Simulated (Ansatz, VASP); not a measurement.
**HPt6: VASP beside Ansatz**

INCAR

```
  ALGO = Normal
  DIPOL = 0.5 0.5 0.296
  EDIFF = 1E-6
  ENCUT = 520
  GGA = PE
  IDIPOL = 3
  ISIF = 2
  ISMEAR = 0
  LASPH = T
  LCHARG = F
  LDIPOL = T
  LREAL = F
  LWAVE = F
  NBANDS = 74
  NELM = 100
  PREC = Accurate
  SIGMA = 0.1
```

File KPOINTS:

```
k-points
0
Gamma
  6 6 1
```

Contents of POSCAR:

```
HPt6
1.0
    5.6145835605      0.0000000000      0.0000000000
   -2.8072917802      4.8623719950      0.0000000000
    0.0000000000      0.0000000000     22.6197373747
Pt H
12 2
Direct
    0.3333333333      0.1666666667      0.1768367127
    0.3333333333      0.6666666667      0.1768367127
    0.8333333333      0.1666666667      0.1768367127
    0.8333333333      0.6666666667      0.1768367127
    0.1666666667      0.3333333333      0.2789580515
    0.1666666667      0.8333333333      0.2789580515
    0.6666666667      0.3333333333      0.2789580515
    0.6666666667      0.8333333333      0.2789580515
    0.0000000000      0.0000000000      0.3810715055
    0.0000000000      0.5000000000      0.3810715055
    0.5000000000      0.0000000000      0.3810715055
    0.5000000000      0.5000000000      0.3810715055
    0.2165800971      0.4331601942      0.4009656357
    0.2834199029      0.5668398058      0.4009656357
```

Input for Ansatz:

```yaml
crystal:
  lattice:
    - [5.6145835605, 0.0, 0.0]
    - [-2.8072917802, 4.862371995, 0.0]
    - [0.0, 0.0, 22.6197373747]
  atoms:
    - { symbol: Pt, position: [0.3333333333, 0.1666666667, 0.1768367127] }
    - { symbol: Pt, position: [0.3333333333, 0.6666666667, 0.1768367127] }
    - { symbol: Pt, position: [0.8333333333, 0.1666666667, 0.1768367127] }
    - { symbol: Pt, position: [0.8333333333, 0.6666666667, 0.1768367127] }
    - { symbol: Pt, position: [0.1666666667, 0.3333333333, 0.2789580515] }
    - { symbol: Pt, position: [0.1666666667, 0.8333333333, 0.2789580515] }
    - { symbol: Pt, position: [0.6666666667, 0.3333333333, 0.2789580515] }
    - { symbol: Pt, position: [0.6666666667, 0.8333333333, 0.2789580515] }
    - { symbol: Pt, position: [0.0, 0.0, 0.3810715055] }
    - { symbol: Pt, position: [0.0, 0.5, 0.3810715055] }
    - { symbol: Pt, position: [0.5, 0.0, 0.3810715055] }
    - { symbol: Pt, position: [0.5, 0.5, 0.3810715055] }
    - { symbol: H, position: [0.2165800971, 0.4331601942, 0.4009656357] }
    - { symbol: H, position: [0.2834199029, 0.5668398058, 0.4009656357] }
basis:
  ecutwfc: 420
kpoints:
  mp_grid: { grid: [6, 6, 1] }
hamiltonian:
  xc: pbe
scf:
  occupations: { method: gaussian, width: 0.1 }
output:
  forces: true
  eigenvalues: true
efield:
  axis: 3
  dipole_correction: true
  ramp_width: 0.04
```

Alike in both runs: task single point; functional PBE; k mesh 6 × 6 × 1; occupations gaussian, width 0.1 eV; no spin polarisation.

```csv
,VASP,Ansatz
version,VASP 6.6.1,Ansatz 0.2.0
potentials or method,"VASP PAW PBE potentials, release 64 (Pt, H), cutoff 520 eV","scalar-relativistic, plane waves, PAW"
valence electrons in the cell,122,218
```

|  | VASP | Ansatz | Ansatz less VASP |
| --- | --- | --- | --- |
| gap on the k mesh at the Fermi level (eV) | none | none | - |
| rms of the force components (eV/Å) | 3.318 | 3.258 | -0.0596 |

Atom by atom the forces differ by 0.063 eV/Å (rms over components). A gap of «none» marks a metal or a gap that the smearing closes. VASP's potentials hold 122 valence electrons a cell and Ansatz's 218, so a difference there can come from the potentials and not from the codes.

Neither program's run includes spin-orbit coupling.
